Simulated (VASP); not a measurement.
A run of VASP 6.6.1 is set up as follows.

INCAR

```
  PREC = Accurate
  ENCUT = 520
  EDIFF = 1E-6
  ISMEAR = 0
  SIGMA = 0.03
  LREAL = False
  LASPH = True
  NELM = 120
  ALGO = Normal
  ISIF = 2
  LWAVE = False
  LCHARG = False
  LDIPOL = True
  IDIPOL = 3
  DIPOL = 0.5 0.5 0.500
  GGA = PE
  NBANDS = 11
  GGA_COMPAT = False
  NELMDL = -8
```

The input KPOINTS:

```
regular mesh
0
Gamma
  12 12 1
```

Contents of POSCAR:

```
SiC
1.0
    3.1178586894      0.0000000000      0.0000000000
   -1.5589293447      2.7001448304      0.0000000000
    0.0000000000      0.0000000000     16.0000000000
Si C
1 1
Direct
    0.3333333333      0.6666666667      0.5000000000
    0.6666666667      0.3333333333      0.5000000000
```

Potentials or basis: VASP PAW PBE potentials, release 64 (Si, C).

Run with:

```console
$ cat potpaw_PBE.64/Si/POTCAR potpaw_PBE.64/C/POTCAR > POTCAR
$ mpirun -np 1 vasp_std > vasp.out
```

Task: Estimate the band gap on the k mesh.

Result: 2.48 eV.
